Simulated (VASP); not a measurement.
# ZnO: single point with PBE

Crystal: ZnO.

```
Zn O
1.0
     3.27939    0.00000    0.00000
    -1.63969    2.84003    0.00000
     0.00000    0.00000    5.29318
Zn O
2 2
Cartesian
  1.6397 0.9467 2.6498
  0.0000 1.8934 0.0032
  1.6397 0.9467 4.6564
  0.0000 1.8934 2.0099
```

```json
{
 "Program": "VASP 6.6.1",
 "Task": "single point",
 "Functional": "PBE",
 "Potentials or basis": "VASP PAW PBE potentials, release 64 (Zn, O)",
 "Cutoff": "520 eV",
 "k mesh": "9 × 9 × 6",
 "Occupations": "gaussian, width 0.02 eV",
 "Spin": "no spin polarisation"
}
```

| Property | Result |
| --- | --- |
| Pressure | 0.9 GPa |
| Band gap on the k mesh | 0.73 eV, direct |

Levels at points of the mesh, in eV from the valence-band top:
| k point | band 15 | band 16 | band 17 | band 18 | band 19 | band 20 | band 21 | band 22 |
| --- | --- | --- | --- | --- | --- | --- | --- | --- |
| (0.00, 0.00, 0.00) | -0.75 | -0.08 | 0.00 | 0.00 | 0.73 | 5.09 | 8.07 | 12.73 |
| (0.00, 0.00, 0.50) | -0.37 | -0.37 | -0.37 | -0.37 | 3.36 | 3.36 | 9.91 | 9.91 |

Run time: 56 s on 1 thread of AMD EPYC 7R13 Processor (Zen 3), on a shared host, peak memory 0.16 GiB.
